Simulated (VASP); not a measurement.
# VN (Fm-3m) in VASP: further runs, part 2 of 2

VASP 6.6.1. Earlier steps stand in the parts before.

## 6. Relaxation of cell and atoms, PBEsol

This run uses another cell than the first one, of 8.45 Å³/atom, 0.966 times its volume.

File INCAR:

```
ALGO     = Normal         # electronic algorithm
EDIFF    = 1E-7           # SCF threshold, eV
EDIFFG   = -0.005         # ionic threshold
ENCUT    = 600            # plane-wave cutoff, eV
GGA      = PS             # functional
GGA_COMPAT= F            
IBRION   = 2              # ionic algorithm
ISIF     = 3              # what is computed and relaxed
ISMEAR   = 0              # smearing method
LASPH    = T              # aspherical terms in the spheres
LCHARG   = F              # write CHGCAR
LREAL    = F              # projectors in reciprocal space
LWAVE    = F              # write WAVECAR
NELM     = 120            # most SCF steps
NELMIN   = 4            
NSW      = 100            # ionic steps
PREC     = Accurate       # precision mode
SIGMA    = 0.1            # smearing width, eV
```

File KPOINTS:

```
k-points
0
Gamma
  18 18 18
```

File POSCAR:

```
VN
1.0
    0.0000000000      2.0365371304      2.0365371304
    2.0365371304      0.0000000000      2.0365371304
    2.0365371304      2.0365371304      0.0000000000
V N
1 1
Direct
    0.5000000000      0.5000000000      0.5000000000
    0.0000000000      0.0000000000      0.0000000000
```

Potentials or basis: VASP PAW PBE potentials, release 64 (V_sv, N).

Command:

```bash
> cat potpaw_PBE.64/V_sv/POTCAR potpaw_PBE.64/N/POTCAR > POTCAR
> mpirun -np 1 vasp_std > vasp.out
```

OUTCAR:

```text
EDIFF = 1E-7
   EDIFFG = -0.005
   ENCUT = 600
   GGA = PS
   IBRION = 2
   ISIF = 3
   ISMEAR = 0
   LASPH = T
   LREAL = F
   NELM = 120
   NELMIN = 4
   NSW = 100
   PREC = Accurate

 ion  position               nearest neighbor table
   1  0.500  0.500  0.500-   2 2.04   2 2.04   2 2.04   2 2.04   2 2.04   2 2.04
   2  0.000  0.000  0.000-   1 2.04   1 2.04   1 2.04   1 2.04   1 2.04   1 2.04

  LATTYP: Found a face centered cubic cell.
 ALAT       =     4.0730742608

  Lattice vectors:

 A1 = (   0.0000000000,   2.0365371304,   2.0365371304)
 A2 = (   2.0365371304,   0.0000000000,   2.0365371304)
 A3 = (   2.0365371304,   2.0365371304,   0.0000000000)

Analysis of symmetry for initial positions (statically):
=====================================================================
 Subroutine PRICEL returns:
 Original cell was already a primitive cell.

 Routine SETGRP: Setting up the symmetry group for a
 face centered cubic supercell.

 Subroutine GETGRP returns: Found 48 space group operations
 (whereof 48 operations were pure point group operations)
 out of a pool of 48 trial point group operations.

The static configuration has the point symmetry O_h .

Analysis of symmetry for dynamics (positions and initial velocities):
=====================================================================
 Subroutine PRICEL returns:
 Original cell was already a primitive cell.

[... 227 lines left out ...]

 number of electron      18.0000005 magnetization

 Free energy of the ion-electron system (eV)
  ---------------------------------------------------
  ext. energy  EPLUGINS =         0.00000000
  ---------------------------------------------------
  free energy    TOTEN  =       -20.56895747 eV

  energy without entropy =      -20.56226970  energy(sigma->0) =      -20.56561359

 E-fermi :  12.3530     XC(G=0): -14.0060

 val. band max:       12.3462526932   @ k =  -0.0556   0.0556   0.0000
 cond. band min:      12.3546765965   @ k =  -0.3333   0.1111   0.0000
 fundamental gap:      0.0084239033
 Fermi energy:        12.3530173253

 k-point     1 :       0.0000    0.0000    0.0000
  band No.  band energies     occupation
      1     -52.8214      2.00000
      2     -26.5438      2.00000
      3     -26.5438      2.00000
      4     -26.5438      2.00000
      5      -5.8398      2.00000
      6      10.0710      2.00000
      7      10.0710      2.00000
      8      10.0710      2.00000
      9      10.7243      2.00000
     10      10.7243      2.00000
     11      10.7243      2.00000
     12      11.8328      2.00000
     13      11.8328      2.00000
[... 354 lines left out ...]
  band No.  band energies     occupation
      1     -52.7784      2.00000
      2     -26.8194      2.00000
      3     -26.5883      2.00000
      4     -26.5616      2.00000
      5      -4.6530      2.00000
      6       6.1393      2.00000
      7       7.2056      2.00000
      8       7.5310      2.00000
      9      11.5772      2.00000
     10      11.9111      2.00000
     11      12.4733      0.08903
     12      14.6487      0.00000
     13      15.6769      0.00000

 [... further k-points ...]
[... 5 lines left out ...]
  --------------------------------------------------------------------------------------
  -------------------------------------------------------------------------------------
  Total       -0.0004427     -0.0004427     -0.0004427     -0.0000000      0.0000000      0.0000000
  in kB       -0.0419275     -0.0419275     -0.0419275     -0.0000000      0.0000000      0.0000000
  external PRESSURE =      -0.0419275 kB  Pullay stress =       0.0000000 kB
[... 17 lines left out ...]
  FREE ENERGIE OF THE ION-ELECTRON SYSTEM (eV)
  ---------------------------------------------------
  free  energy   TOTEN  =       -20.5689574731 eV

  energy  without entropy=      -20.5622697002  energy(sigma->0) =      -20.56561359

 reached required accuracy - stopping structural energy minimisation
```

OSZICAR:

```text
N       E                     dE             d eps       ncg     rms          rms(c)
DAV:   1     0.177527403458E+03    0.17753E+03   -0.12461E+04  5070   0.180E+03
DAV:   2    -0.171465573292E+02   -0.19467E+03   -0.18956E+03  5420   0.474E+02
DAV:   3    -0.256170563509E+02   -0.84705E+01   -0.83274E+01  5494   0.102E+02
[... 25 lines left out ...]
DAV:   3    -0.205689921495E+02    0.29632E-03   -0.97459E-04  5823   0.397E-01    0.630E-02
DAV:   4    -0.205689590622E+02    0.33087E-04   -0.17058E-04  5535   0.179E-01    0.278E-02
DAV:   5    -0.205689588442E+02    0.21804E-06   -0.12068E-05  5205   0.428E-02    0.897E-03
DAV:   6    -0.205689574943E+02    0.13499E-05   -0.47222E-06  5605   0.208E-02    0.357E-03
DAV:   7    -0.205689574731E+02    0.21206E-07   -0.16090E-07  3742   0.501E-03
   3 F= -.20568957E+02 E0= -.20565614E+02  d E =-.406488E-04
```

It took 33 s on 1 thread of Intel Xeon 6975P-C (Granite Rapids), shared host; peak memory 0.18 GiB.

What came out:

```yaml
Free_energy: -20.5690 eV
Relaxed_volume: 8.46 Å³/atom
Relaxed_cell: a = 2.882 Å, b = 2.882 Å, c = 2.882 Å, α = 60.00°, β = 60.00°, γ = 60.00°
Space_group_after_relaxing_to_0.05_Å: Fm-3m (No. 225)
Energy_gained_by_relaxing: 0.0 meV/atom
Ionic_steps: 3
Pressure_after_relaxing: 0.0 GPa
```

Final structure:
```
CELL_PARAMETERS angstrom
0.00000 2.03754 2.03754
2.03754 0.00000 2.03754
2.03754 2.03754 0.00000
ATOMIC_POSITIONS crystal
V 0.50000 0.50000 0.50000
N 0.00000 0.00000 0.00000
```

Caveat: the bands computed are all filled at some k points, so no gap is given; the PAW data sets were made with another functional, which shifts forces and pressure a little; the run has no spin polarisation, though such a crystal can be magnetic.

## 7. Overview

| task | spin | cell | k mesh | gap on the mesh (eV) | pressure (GPa) | relaxed volume (Å³/atom) |
| --- | --- | --- | --- | --- | --- | --- |
| relaxation of cell and atoms | off | relaxed from a = 2.913 Å, angles 60.0°, 2 atoms | 8 × 8 × 8 | - | -0.2 | 8.46 |
| single point | collinear, ferromagnetic start | a = 2.913 Å, angles 60.0°, 2 atoms | 8 × 8 × 8 | none | -10.5 | - |
| single point | off | a = 2.880 Å, angles 60.0°, 2 atoms | 18 × 18 × 18 | none | 0.5 | - |
| relaxation of cell and atoms | off | relaxed from a = 2.880 Å, angles 60.0°, 2 atoms | 18 × 18 × 18 | - | 0.0 | 8.46 |

Alike in all rows: level PBEsol; potentials or basis VASP PAW PBE potentials, release 64 (V_sv, N); cutoff (eV) 600; smearing gaussian 0.1 eV.

Caveats: the PAW data sets were made with another functional, which shifts forces and pressure a little; the bands computed are all filled at some k points, so no gap is given (some runs).

Total energies depend on the potentials used, so only differences within one code and one set of settings carry meaning.
